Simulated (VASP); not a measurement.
A run of VASP 6.6.1 is set up as follows.

Contents of INCAR:

```
ALGO     = Normal         # electronic algorithm
EDIFF    = 1E-6           # SCF threshold, eV
ENCUT    = 520            # plane-wave cutoff, eV
GGA      = PE             # functional
ISIF     = 2              # what is computed and relaxed
ISMEAR   = 0              # smearing method
ISPIN    = 2              # spin polarisation
LASPH    = True           # aspherical terms in the spheres
LCHARG   = False          # write CHGCAR
LORBIT   = 11             # projections on sites
LREAL    = False          # projectors in reciprocal space
LWAVE    = False          # write WAVECAR
MAGMOM   = 0 0.78 0.78 0.78 0.78 # initial moments
NBANDS   = 26             # bands
NELM     = 150            # most SCF steps
PREC     = Accurate       # precision mode
SIGMA    = 0.1            # smearing width, eV
```

The input KPOINTS:

```
k-points
0
Gamma
  12 12 12
```

Contents of POSCAR:

```
PO4
1.0
    3.4148601153      0.0000000000      0.0000000000
    0.0000000000      3.4148601153      0.0000000000
    0.0000000000      0.0000000000      3.4148601153
P O
1 4
Direct
    0.5000000000      0.5000000000      0.5000000000
    0.0000000000      0.5000000000      0.5000000000
    0.5000000000      0.5000000000      0.0000000000
    0.5000000000      0.0000000000      0.5000000000
    0.0000000000      0.0000000000      0.0000000000
```

Potentials or basis: VASP PAW PBE potentials, release 64 (P, O).

Run with:

```bash
$ cat potpaw_PBE.64/P/POTCAR potpaw_PBE.64/O/POTCAR > POTCAR
$ mpirun -np 1 vasp_std > vasp.out
```

(1) Predict the band gap on the k mesh.

(2) What does it give for the pressure?

Answers

(1) zero (filled and empty bands overlap).

(2) -0.9 GPa.
